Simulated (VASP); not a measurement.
Here is a VASP 6.6.1 calculation.

File INCAR:

```
SYSTEM = In
PREC     = Accurate       ! precision mode
ENCUT    = 520            ! plane-wave cutoff, eV
EDIFF    = 1E-7           ! SCF threshold, eV
ISMEAR   = -1             ! smearing method
SIGMA    = 0.1            ! smearing width, eV
LREAL    = .FALSE.        ! projectors in reciprocal space
LASPH    = .TRUE.         ! aspherical terms in the spheres
NELM     = 80             ! most SCF steps
ALGO     = Normal         ! electronic algorithm
ISIF     = 2              ! what is computed and relaxed
LWAVE    = .FALSE.        ! write WAVECAR
LCHARG   = .FALSE.        ! write CHGCAR
GGA      = CA             ! functional
NBANDS   = 34             ! bands
```

KPOINTS

```
Automatic mesh
0
G
  12 12 4
  0 0 0
```

The input POSCAR:

```
In
1.0
    3.2284568942      0.0000000000      0.0000000000
   -1.6142284471      2.7959256854      0.0000000000
    0.0000000000      0.0000000000     10.4754131608
In
4
Direct
    0.0000000000      0.0000000000      1.0000000000
    0.0000000000      0.0000000000      0.5000000000
    0.3333333333      0.6666666667      0.2500000000
    0.6666666667      0.3333333333      0.7500000000
```

Potentials or basis: VASP PAW LDA potentials, release 64 (In_d).

Launch:

```sh
$ cat potpaw_LDA.64/In_d/POTCAR > POTCAR
$ mpirun -np 1 vasp_std > vasp.out
```

Problem. What does it give for the pressure?

Solution. 2.3 GPa.

Problem. Estimate the band gap on the k mesh.

Solution. Zero (band 26 reaches 12.38 eV, above the bottom of band 27 at 7.23 eV).

Stress tensor (GPa, compression positive):
```
2.27 0.00 0.00
0.00 2.27 0.00
0.00 0.00 2.41
```

Caveat: spin-orbit coupling is left out, which moves the levels of the heavy elements.
